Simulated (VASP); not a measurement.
A run of VASP 6.6.1 is set up as follows.

File INCAR:

```
PREC     = Accurate       # precision mode
ENCUT    = 520            # plane-wave cutoff, eV
EDIFF    = 1E-6           # SCF threshold, eV
ISMEAR   = 0              # smearing method
SIGMA    = 0.1            # smearing width, eV
LREAL    = F              # projectors in reciprocal space
LASPH    = T              # aspherical terms in the spheres
NELM     = 60             # most SCF steps
ALGO     = Fast           # electronic algorithm
ISIF     = 2              # what is computed and relaxed
LWAVE    = F              # write WAVECAR
LCHARG   = F              # write CHGCAR
GGA      = PE             # functional
NBANDS   = 33             # bands
```

Contents of KPOINTS:

```
regular mesh
0
Gamma
  3 3 4
```

File POSCAR:

```
Rb4Sn
1.0
    8.0481776969      0.0000000035      0.0000000000
   -4.0240888515      6.9699263379      0.0000000000
    0.0000000000      0.0000000000      6.8984138786
Rb Sn
4 1
Direct
    0.5000000000      0.0000000000      0.5000000000
    0.0000000000      0.5000000000      0.5000000000
    0.5000000000      0.5000000000      0.5000000000
    0.0000000000      0.0000000000      0.0000000000
    0.0000000000      0.0000000000      0.5000000000
```

Potentials or basis: VASP PAW PBE potentials, release 64 (Rb_sv, Sn_d).

Command:

```bash
$ cat potpaw_PBE.64/Rb_sv/POTCAR potpaw_PBE.64/Sn_d/POTCAR > POTCAR
$ mpirun -np 1 vasp_std > vasp.out
```

(1) Estimate the band gap on the k mesh.

(2) Predict the pressure.

Answers

(1) zero (band 25 reaches 0.56 eV, above the bottom of band 26 at 0.22 eV).

(2) 0.3 GPa.

Caveat: spin-orbit coupling is left out, which moves the levels of the heavy elements.
